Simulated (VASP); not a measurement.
Crystal: CaSe.

```xyz
2
Lattice="0.0000 2.9402 2.9402 2.9402 0.0000 2.9402 2.9402 2.9402 0.0000" Properties=species:S:1:pos:R:3 pbc="T T T"
Ca    0.0000    0.0000    0.0000
Se    2.9402    2.9402    2.9402
```

This cell differs from its parent crystal: strain -0.9%.

Base run:

```yaml
Program: VASP 6.6.1
Functional: r2SCAN
Potentials_or_basis: VASP PAW PBE potentials, release 64 (Ca_sv, Se)
Cutoff: 520 eV
k_mesh: 8 × 8 × 8
Occupations: gaussian, width 0.01 eV
Spin: no spin polarisation
```

Its results: band gap on the k mesh 2.45 eV, indirect (least direct gap 3.41 eV); pressure 1.8 GPa.

The run is repeated on the same cell with these changes: functional from r2SCAN to PBE; occupations from gaussian, width 0.01 eV to fermi-dirac, width 0.02 eV. What comes out?

Band gap on the k mesh 1.98 eV, indirect (least direct gap 2.93 eV); pressure 2.2 GPa.

Caveats: the PAW data sets were made with another functional, which shifts forces and pressure a little (some runs).

A k mesh can miss the band edges.
